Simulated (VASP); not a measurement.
# BW3 (Pm-3m) in VASP: notebook

Runs on BW3. Level: PBE. Tasks: single point, relaxation of cell and atoms.

Everything below comes from runs of VASP 6.6.1. Logs are shortened: lines on timing, memory, paths and dates and some standing lists are left out, and cuts for length are marked.

### 1 The cell of the first run

It takes space group Pm-3m (No. 221, cubic). The conventional cell has a = 3.825 Å, b = 3.825 Å, c = 3.825 Å, α = 90.00°, β = 90.00°, γ = 90.00°. Within 3.6 Å of B (site symmetry m-3m) lie 12 W at 2.70 Å. W (site symmetry 4/mmm) has 4 B at 2.70 Å and 8 W at 2.70 Å within 3.6 Å.

### 2 Single point, PBE

INCAR

```
ALGO = Normal ; EDIFF = 1E-6
ENCUT = 520 ; GGA = PE
ISIF = 2 ; ISMEAR = 0
LASPH = T ; LCHARG = F
LREAL = F ; LWAVE = F
NBANDS = 30 ; NELM = 80
PREC = Accurate ; SIGMA = 0.1
```

KPOINTS

```
k-points
0
Gamma
  4 4 4
```

POSCAR

```
BW3
1.0
    3.8252001640      0.0000000000      0.0000000000
    0.0000000000      3.8252001640      0.0000000000
    0.0000000000      0.0000000000      3.8252001640
B W
1 3
Direct
    0.0000000000      0.0000000000      0.0000000000
    0.0000000000      0.5000000000      0.5000000000
    0.5000000000      0.0000000000      0.5000000000
    0.5000000000      0.5000000000      0.0000000000
```

Potentials or basis: VASP PAW PBE potentials, release 64 (B, W_sv).

The run is started by

```bash
$ cat potpaw_PBE.64/B/POTCAR potpaw_PBE.64/W_sv/POTCAR > POTCAR
$ mpirun -np 1 vasp_std > vasp.out
```

OUTCAR:

```text
EDIFF = 1E-6
   ENCUT = 520
   GGA = PE
   ISIF = 2
   ISMEAR = 0
   LASPH = T
   LREAL = F
   NELM = 80
   PREC = Accurate

 ion  position               nearest neighbor table
   1  0.000  0.000  0.000-   2 2.70   3 2.70   4 2.70   2 2.70   3 2.70   2 2.70   4 2.70   2 2.70
                             3 2.70   4 2.70   3 2.70   4 2.70
   2  0.000  0.500  0.500-   1 2.70   3 2.70   4 2.70   1 2.70   4 2.70   1 2.70   3 2.70   1 2.70
                             3 2.70   4 2.70   4 2.70   3 2.70
   3  0.500  0.000  0.500-   1 2.70   2 2.70   4 2.70   1 2.70   4 2.70   2 2.70   4 2.70   4 2.70
                             1 2.70   2 2.70   1 2.70   2 2.70
   4  0.500  0.500  0.000-   1 2.70   2 2.70   3 2.70   2 2.70   3 2.70   1 2.70   3 2.70   3 2.70
                             1 2.70   2 2.70   2 2.70   1 2.70

  LATTYP: Found a simple cubic cell.
 ALAT       =     3.8252001640

  Lattice vectors:

 A1 = (   3.8252001640,   0.0000000000,   0.0000000000)
 A2 = (   0.0000000000,   3.8252001640,   0.0000000000)
 A3 = (   0.0000000000,   0.0000000000,   3.8252001640)

Analysis of symmetry for initial positions (statically):
=====================================================================
 Subroutine PRICEL returns:
 Original cell was already a primitive cell.

 Routine SETGRP: Setting up the symmetry group for a
 simple cubic supercell.

 Subroutine GETGRP returns: Found 48 space group operations
 (whereof 48 operations were pure point group operations)
 out of a pool of 48 trial point group operations.

The static configuration has the point symmetry O_h .

Analysis of symmetry for dynamics (positions and initial velocities):
=====================================================================
 Subroutine PRICEL returns:
 Original cell was already a primitive cell.

 Routine SETGRP: Setting up the symmetry group for a
 simple cubic supercell.

 Subroutine GETGRP returns: Found 48 space group operations
 (whereof 48 operations were pure point group operations)
 out of a pool of 48 trial point group operations.

The dynamic configuration has the point symmetry O_h .

 Subroutine INISYM returns: Found 48 space group operations
 (whereof 48 operations are pure point group operations),
 and found     1 'primitive' translations

----------------------------------------------------------------------------------------

                                     Primitive cell

  volume of cell :      55.9709

  direct lattice vectors                    reciprocal lattice vectors
     3.825200164  0.000000000  0.000000000     0.261424228  0.000000000  0.000000000
     0.000000000  3.825200164  0.000000000     0.000000000  0.261424228  0.000000000
     0.000000000  0.000000000  3.825200164     0.000000000  0.000000000  0.261424228

  length of vectors
     3.825200164  3.825200164  3.825200164     0.261424228  0.261424228  0.261424228

  position of ions in fractional coordinates (direct lattice)
     0.000000000  0.000000000  0.000000000
     0.000000000  0.500000000  0.500000000
     0.500000000  0.000000000  0.500000000
     0.500000000  0.500000000  0.000000000

  ion indices of the primitive-cell ions
   primitive index   ion index
                 1           1
                 2           2
                 3           3
                 4           4

----------------------------------------------------------------------------------------

 KPOINTS: k-points

Automatic generation of k-mesh.
 Grid dimensions read from file:
 generate k-points for:    4    4    4

 Generating k-lattice:

  Cartesian coordinates                     Fractional coordinates (reciprocal lattice)
     0.065356057  0.000000000  0.000000000     0.250000000  0.000000000  0.000000000
     0.000000000  0.065356057  0.000000000     0.000000000  0.250000000  0.000000000
     0.000000000  0.000000000  0.065356057     0.000000000  0.000000000  0.250000000

  Length of vectors
     0.065356057  0.065356057  0.065356057

  Shift w.r.t. Gamma in fractional coordinates (k-lattice)
     0.000000000  0.000000000  0.000000000

 Subroutine IBZKPT returns following result:
 ===========================================

 Found     10 irreducible k-points:

 Following reciprocal coordinates:
            Coordinates               Weight
  0.000000  0.000000  0.000000      1.000000
  0.250000  0.000000  0.000000      6.000000
  0.500000  0.000000  0.000000      3.000000
  0.250000  0.250000  0.000000     12.000000
  0.500000  0.250000  0.000000     12.000000
  0.500000  0.500000  0.000000      3.000000
  0.250000  0.250000  0.250000      8.000000
  0.500000  0.250000  0.250000     12.000000
  0.500000  0.500000  0.250000      6.000000
  0.500000  0.500000  0.500000      1.000000
   k-points           NKPTS =     10   k-points in BZ     NKDIM =     10   number of bands    NBANDS=     30
   number of dos      NEDOS =    301   number of ions     NIONS =      4
   total plane-waves  NPLWV =  21952
   dimension x,y,z NGX =    28 NGY =   28 NGZ =   28
   dimension x,y,z NGXF=    56 NGYF=   56 NGZF=   56
   ions per type =               1   3
   NGX,Y,Z   is equivalent  to a cutoff of  12.17, 12.17, 12.17 a.u.
   NGXF,Y,Z  is equivalent  to a cutoff of  24.34, 24.34, 24.34 a.u.
 SYSTEM =  unknown system
   PREC   = accura    normal or accurate (medium, high low for compatibility)
   ISTART =      0    job   : 0-new  1-cont  2-samecut
   ICHARG =      2    charge: 1-file 2-atom 10-const
   ISPIN  =      1    spin polarized calculation?
   LNONCOLLINEAR =      F non collinear calculations
   LSORBIT =      F    spin-orbit coupling
   LASPH  =      T    aspherical Exc in radial PAW
   ENCUT  =  520.0 eV  38.22 Ry    6.18 a.u.   7.11  7.11  7.11*2*pi/ulx,y,z
   NELM   =     80;   NELMIN=  2; NELMDL= -5     # of ELM steps
   EDIFF  = 0.1E-05   stopping-criterion for ELM
   LREAL  =      F    real-space projection
   EDIFFG = 0.1E-04   stopping-criterion for IOM
   NSW    =      0    number of steps for IOM
   IBRION =     -1    ionic relax: 0-MD 1-quasi-New 2-CG
   NFREE  =      0    steps in history (QN), initial steepest desc. (CG)
   ISIF   =      2    stress and relaxation
   ISYM   =      2    0-nonsym 1-usesym 2-fastsym
   POTIM  = 0.5000    time-step for ionic-motion
   TEBEG  =    0.0;   TEEND  =   0.0 temperature during run
   PSTRESS=    0.0 pullay stress
   NELECT =      45.0000    total number of electrons
   NUPDOWN=      -1.0000    fix difference up-down
   EMIN   =  10.00;   EMAX   =-10.00  energy-range for DOS
   EFERMI =   0.00;   METHOD = LEGACY
   ISMEAR =     0;   SIGMA  =   0.10  broadening in eV -4-tet -1-fermi 0-gaus
   EFERMI_NEDOS =   21; number of points for ismear=-14 and -15
   IALGO  =     38    algorithm
   IMIX   =      4    mixing-type and parameters
     AMIX     =   0.40;   BMIX     =  1.00
     AMIX_MAG =   1.60;   BMIX_MAG =  1.00
  volume/ion in A,a.u.               =      13.99        94.43
  Fermi-wavevector in a.u.,A,eV,Ry     =   1.522269  2.876672 31.528835  2.317304
  Thomas-Fermi vector in A             =   2.630872
   LORBIT       =      0    0 simple, 1 ext, 2 COOP (PROOUT), +10 PAW based schemes
   GGA     = PE    functional components
   LHFCALC =     F    Hartree Fock is set to
   AEXX    =    0.0000 exact exchange contribution
   IVDW    =     0    specifies the selected vdW correction
   LEPSILON=     F    determine dielectric tensor
   LRPA    =     F    only Hartree local field effects (RPA)
 non-spin polarized calculation
 Gauss-broadening in eV      SIGMA  =   0.10
  energy-cutoff  :      520.00
  volume of cell :       55.97
 maximum number of plane-waves:      1528
   NGX = 15   NGY = 15   NGZ = 15

 number of electron      45.0000018 magnetization

 Free energy of the ion-electron system (eV)
  ---------------------------------------------------
  ext. energy  EPLUGINS =         0.00000000
  ---------------------------------------------------
  free energy    TOTEN  =       -43.30500191 eV

  energy without entropy =      -43.29688182  energy(sigma->0) =      -43.30094186

 E-fermi :  10.7358     XC(G=0): -13.2822

 val. band max:       10.6609208700   @ k =   0.5000   0.2500   0.0000
 cond. band min:      10.7845829025   @ k =   0.5000   0.0000   0.0000
 fundamental gap:      0.1236620325
 Fermi energy:        10.7358445993

 k-point     1 :       0.0000    0.0000    0.0000
  band No.  band energies     occupation
      1     -63.4744      2.00000
      2     -63.2653      2.00000
      3     -63.2653      2.00000
      4     -28.2681      2.00000
      5     -28.2681      2.00000
      6     -28.2681      2.00000
[... 22 lines left out ...]
     29      16.3173      0.00000
     30      17.2814      0.00000

 k-point     2 :       0.2500    0.0000    0.0000
  band No.  band energies     occupation
      1     -63.4478      2.00000
      2     -63.2920      2.00000
      3     -63.2650      2.00000
      4     -28.1712      2.00000
      5     -28.1712      2.00000
      6     -28.1124      2.00000
[... 22 lines left out ...]
     29      14.8444      0.00000
     30      14.8655      0.00000

 k-point     3 :       0.5000    0.0000    0.0000
  band No.  band energies     occupation
      1     -63.4049      2.00000
      2     -63.3351      2.00000
      3     -63.2648      2.00000
      4     -28.0367      2.00000
      5     -28.0367      2.00000
      6     -27.7715      2.00000
[... 22 lines left out ...]
     29      14.7587      0.00000
     30      16.0426      0.00000

 k-point     4 :       0.2500    0.2500    0.0000
  band No.  band energies     occupation
      1     -63.4243      2.00000
      2     -63.2999      2.00000
      3     -63.2802      2.00000
      4     -28.2305      2.00000
      5     -28.0680      2.00000
      6     -27.8928      2.00000
[... 154 lines left out ...]
     29      14.6820      0.00000
     30      15.2731      0.00000

 k-point     9 :       0.5000    0.5000    0.2500
  band No.  band energies     occupation
      1     -63.3343      2.00000
      2     -63.3343      2.00000
      3     -63.3343      2.00000
      4     -28.4778      2.00000
      5     -28.1838      2.00000
      6     -28.0236      2.00000
[... 22 lines left out ...]
     29      14.8674      0.00000
     30      14.8718      0.00000

 k-point    10 :       0.5000    0.5000    0.5000
  band No.  band energies     occupation
      1     -63.3339      2.00000
      2     -63.3339      2.00000
      3     -63.3339      2.00000
      4     -28.6739      2.00000
      5     -28.1813      2.00000
      6     -28.1813      2.00000
[... 22 lines left out ...]
     29      13.9152      0.00000
     30      16.3571      0.00000

------------------------ aborting loop because EDIFF is reached ----------------------------------------

  FORCE on cell =-STRESS in cart. coord.  units (eV):
  Direction    XX          YY          ZZ          XY          YZ          ZX
  --------------------------------------------------------------------------------------
  -------------------------------------------------------------------------------------
  Total        0.1767499      0.1767499      0.1767499     -0.0000000      0.0000000     -0.0000000
  in kB        5.0594958      5.0594958      5.0594958     -0.0000000      0.0000000     -0.0000000
  external PRESSURE =       5.0594958 kB  Pullay stress =       0.0000000 kB

 VOLUME and BASIS-vectors are now :
 -----------------------------------------------------------------------------
  energy-cutoff  :      520.00
  volume of cell :       55.97
      direct lattice vectors                 reciprocal lattice vectors
     3.825200164  0.000000000  0.000000000     0.261424228  0.000000000  0.000000000
     0.000000000  3.825200164  0.000000000     0.000000000  0.261424228  0.000000000
     0.000000000  0.000000000  3.825200164     0.000000000  0.000000000  0.261424228

 POSITION                                       TOTAL-FORCE (eV/Angst)
 -----------------------------------------------------------------------------------
      0.00000      0.00000      0.00000         0.000000      0.000000      0.000000
      0.00000      1.91260      1.91260         0.000000      0.000000      0.000000
      1.91260      0.00000      1.91260         0.000000      0.000000      0.000000
      1.91260      1.91260      0.00000         0.000000      0.000000      0.000000
 -----------------------------------------------------------------------------------
    total drift:                                0.000000      0.000000      0.000000

  FREE ENERGIE OF THE ION-ELECTRON SYSTEM (eV)
  ---------------------------------------------------
  free  energy   TOTEN  =       -43.3050019083 eV

  energy  without entropy=      -43.2968818171  energy(sigma->0) =      -43.30094186
```

Wall time 25 s (1 thread of AMD EPYC 7R13, shared host); peak memory 0.13 GiB.

Results:

* Free energy: -43.3050 eV
* Pressure: 0.5 GPa
* Band gap on the k mesh: zero (an odd number of electrons rules out a gap without spin polarisation)

Caveat: the k points lie up to 0.41 Å⁻¹ apart, too coarse for converged energies and pressures of a metal; spin-orbit coupling is left out, which moves the levels of the heavy elements.

### 3 Single point, PBE

This run uses another cell than the first one, of 13.32 Å³/atom.

INCAR

```
PREC = Accurate
ENCUT = 520
EDIFF = 1E-6
ISMEAR = 0
SIGMA = 0.1
LREAL = False
LASPH = True
NELM = 80
ALGO = Normal
ISIF = 2
LWAVE = False
LCHARG = False
GGA = PE
NBANDS = 30
```

KPOINTS

```
regular mesh
0
Gamma
  6 6 6
```

POSCAR

```
BW3
1.0
    3.7629304154      0.0000000000      0.0000000000
    0.0000000000      3.7629304154      0.0000000000
    0.0000000000      0.0000000000      3.7629304154
B W
1 3
Direct
    0.0000000000      0.0000000000      0.0000000000
    0.0000000000      0.5000000000      0.5000000000
    0.5000000000      0.0000000000      0.5000000000
    0.5000000000      0.5000000000      0.0000000000
```

Potentials or basis: VASP PAW PBE potentials, release 64 (B, W_sv).

The run is started by

```bash
$ cat potpaw_PBE.64/B/POTCAR potpaw_PBE.64/W_sv/POTCAR > POTCAR
$ mpirun -np 1 vasp_std > vasp.out
```

Wall time 40 s (1 thread of AMD EPYC 7R13, shared host); peak memory 0.14 GiB.

The run converged. Its results:

```
Free energy            : -43.0468 eV
Pressure               : 16.4 GPa
Band gap on the k mesh : zero (an odd number of electrons rules out a gap without spin polarisation)
```

Levels at points of the mesh, in eV from the Fermi level:
```csv
k point,band 19,band 20,band 21,band 22,band 23,band 24,band 25,band 26
"(0.00, 0.00, 0.00)",-5.34,-1.19,-1.19,-1.19,0.80,0.80,0.80,3.63
"(0.50, 0.00, 0.00)",-2.74,-1.58,-1.58,-1.23,-0.80,-0.32,0.54,0.54
"(0.50, 0.50, 0.00)",-3.61,-3.21,-1.46,-1.46,-0.01,0.06,0.06,0.26
"(0.50, 0.50, 0.50)",-2.93,-1.92,-1.92,-1.92,0.30,0.30,0.30,0.82
```

Caveat: the cell stands under pressure; spin-orbit coupling is left out, which moves the levels of the heavy elements.

(Part 1 of 2 ends here.)
